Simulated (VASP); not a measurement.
Write the native input for VASP 6.6.1 that does the following.

| Item | Value |
| --- | --- |
| Task | single point |
| Functional | PBEsol |
| Potentials or basis | VASP PAW PBE potentials, release 64 (Al, H) |
| Cutoff | 520 eV |
| k mesh | 5 × 5 × 1 |
| Occupations | gaussian, width 0.1 eV |
| Spin | no spin polarisation |
| Dipole correction | yes |
| Further INCAR settings | ALGO = Normal; EDIFF = 1e-06; NBANDS = 30 |

The structure of Al12H lies in POSCAR:

```
Al12H
1.0
    5.6788540124      0.0000000000      0.0000000000
    0.0000000000      5.6788540124      0.0000000000
    0.0000000000      0.0000000000     21.1413451746
Al H
12 1
Direct
    0.2500000000      0.2500000000      0.1892027195
    0.2500000000      0.7500000000      0.1892027195
    0.7500000000      0.2500000000      0.1892027195
    0.7500000000      0.7500000000      0.1892027195
    0.0000000000      0.0000000000      0.2870821533
    0.0000000000      0.5000000000      0.2870821533
    0.5000000000      0.0000000000      0.2870821533
    0.5000000000      0.5000000000      0.2870821533
    0.2500000000      0.2500000000      0.3850911618
    0.2500000000      0.7500000000      0.3850911618
    0.7500000000      0.2500000000      0.3850911618
    0.7500000000      0.7500000000      0.3850911618
    0.3333333333      0.3333333333      0.4640832971
```

The input as run:

INCAR

```
SYSTEM = Al12H
  ALGO = Normal
  DIPOL = 0.5 0.5 0.301
  EDIFF = 1E-6
  ENCUT = 520
  GGA = PS
  IDIPOL = 3
  ISIF = 2
  ISMEAR = 0
  LASPH = .TRUE.
  LCHARG = .FALSE.
  LDIPOL = .TRUE.
  LREAL = .FALSE.
  LWAVE = .FALSE.
  NBANDS = 30
  NELM = 100
  PREC = Accurate
  SIGMA = 0.1
```

KPOINTS

```
k-points
0
G
  5 5 1
  0 0 0
```

Potentials or basis: VASP PAW PBE potentials, release 64 (Al, H).

Launch:

```sh
$ cat potpaw_PBE.64/Al/POTCAR potpaw_PBE.64/H/POTCAR > POTCAR
$ mpirun -np 1 vasp_std > vasp.out
```

Results of the run:

```yaml
Largest_force: 1.206 eV/Å
Band_gap_on_the_k_mesh: zero (an odd number of electrons rules out a gap without spin polarisation)
```

Caveat: the PAW data sets were made with another functional, which shifts forces and pressure a little.

Run time: 10 min on 1 thread of Intel Xeon 8259CL, on a shared host, peak memory 0.63 GiB.
